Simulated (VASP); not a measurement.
Set up this calculation in VASP 6.6.1, as the native input.

| Item | Value |
| --- | --- |
| Task | relaxation of cell and atoms |
| Functional | PBE |
| Potentials or basis | VASP PAW PBE potentials, release 64 (Ag) |
| Cutoff | 500 eV |
| k mesh | 20 × 20 × 20 |
| Occupations | fermi-dirac, width 0.1 eV |
| Spin | no spin polarisation |
| Target pressure | 15 GPa |
| Dipole correction | no |
| Further INCAR settings | ALGO = Normal; EDIFF = 1e-07; IBRION = 2; EDIFFG = -0.03; NSW = 60; ISIF = 3 |

The structure of Ag lies in POSCAR:

```
Ag
1.0
    0.0000000000      2.0450000000      2.0450000000
    2.0450000000      0.0000000000      2.0450000000
    2.0450000000      2.0450000000      0.0000000000
Ag
1
Direct
    0.0000000000      0.0000000000      0.0000000000
```

The input as run:

INCAR

```
PREC = Accurate ; ENCUT = 500
EDIFF = 1E-7 ; ISMEAR = -1
SIGMA = 0.1 ; LREAL = False
LASPH = True ; NELM = 120
ALGO = Normal ; ISIF = 3
LWAVE = False ; LCHARG = False
GGA = PE ; IBRION = 2
NSW = 60 ; EDIFFG = -0.03
PSTRESS = 150.0 ; GGA_COMPAT = False
NELMIN = 4
```

KPOINTS

```
regular mesh
0
Gamma
  20 20 20
```

Potentials or basis: VASP PAW PBE potentials, release 64 (Ag).

Command:

```sh
$ cat potpaw_PBE.64/Ag/POTCAR > POTCAR
$ mpirun -np 1 vasp_std > vasp.out
```

It gave:

| Item | Value |
| --- | --- |
| Relaxed volume | 15.87 Å³/atom |
| Relaxed cell | a = 2.821 Å, b = 2.821 Å, c = 2.821 Å, α = 60.00°, β = 60.00°, γ = 60.00° |
| Space group after relaxing (to 0.1 Å) | Fm-3m (No. 225) |
| Energy change on relaxing (the run minimises the enthalpy) | +70.0 meV/atom |
| Ionic steps | 3 |
| Pressure after relaxing | 14.7 GPa |
| Band gap on the k mesh | zero (an odd number of electrons rules out a gap without spin polarisation) |

Caveat: the cell is relaxed towards a set pressure, so the run minimises the enthalpy, not the energy.

Run time: 36 s on 1 thread of Intel(R) Xeon(R) Platinum 8559C (Emerald Rapids) (shared host), peak memory 0.18 GiB.
